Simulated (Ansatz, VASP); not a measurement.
## Ga3Sb: VASP beside Ansatz

```
Sb Ga
1.0
    -2.18721    2.18721    4.82313
     2.18721   -2.18721    4.82313
     2.18721    2.18721   -4.82313
Sb Ga
1 3
Direct
  0.00000 0.00000 0.00000
  0.50000 0.50000 0.00000
  0.25000 0.75000 0.50000
  0.75000 0.25000 0.50000
```

Change from the starting cell: volume scaled by 1.04.

Alike in both runs: task single point; functional PBEsol; k mesh 9 × 9 × 9; occupations fermi-dirac, width 0.05 eV; no spin polarisation.

|  | VASP | Ansatz |
| --- | --- | --- |
| version | VASP 6.6.1 | Ansatz 0.2.0 |
| potentials or method | VASP PAW PBE potentials, release 64 (Sb, Ga_d), cutoff 520 eV | all-electron LAPW, scalar-relativistic |

Ansatz gave:

* gap on the k mesh at the Fermi level (eV): none
* pressure (GPa): -4.9
* traceless stress, the component that is largest in VASP (GPa): 0.33

**Question.** Estimate VASP's values.

**Answer.** gap on the k mesh at the Fermi level (eV): none; pressure (GPa): -4.8; traceless stress, the component that is largest in VASP (GPa): 0.33.

VASP's potentials were made for PBE, not for PBEsol. A gap of «none» marks a metal or a gap that the smearing closes. Ansatz ran all-electron here, and VASP with PAW potentials.

Neither program's run includes spin-orbit coupling.
